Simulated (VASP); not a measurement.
Pb4O, 5 atoms in the cell. Symmetry: Pm-3m, No. 221, cubic system. The conventional cell has a = 5.949 Å, b = 5.949 Å, c = 5.949 Å, α = 90.00°, β = 90.00°, γ = 90.00°. Within 3.9 Å of Pb (site symmetry 4/mmm) lie 2 Pb at 2.97 Å. Pb (site symmetry m-3m) has 6 Pb at 2.97 Å within 3.9 Å. Within 5.5 Å of O (site symmetry m-3m) lie 20 Pb at 4.21 to 5.15 Å. 

- Program: VASP 6.6.1
- Task: single point
- Functional: PBE
- Potentials or basis: VASP PAW PBE potentials, release 64 (Pb_d, O)
- Cutoff: 520 eV
- k mesh: 4 × 4 × 4
- Occupations: gaussian, width 0.1 eV
- Spin: no spin polarisation
- Dipole correction: no
- Further INCAR settings: ALGO = Normal; EDIFF = 1e-06; NBANDS = 39

Potentials or basis: VASP PAW PBE potentials, release 64 (Pb_d, O).

Launch:

```sh
$ cat potpaw_PBE.64/Pb_d/POTCAR potpaw_PBE.64/O/POTCAR > POTCAR
$ mpirun -np 1 vasp_std > vasp.out
```

Hardware: 1 thread of Intel(R) Xeon(R) Platinum 8488C (Sapphire Rapids), with other jobs on the host.

**Question.** Estimate the wall time of this run.

**Answer.** Run time: 70 s on 1 thread of Intel(R) Xeon(R) Platinum 8488C (Sapphire Rapids) (shared host), peak memory 0.34 GiB. Counts: scf iterations 20, k points 10.
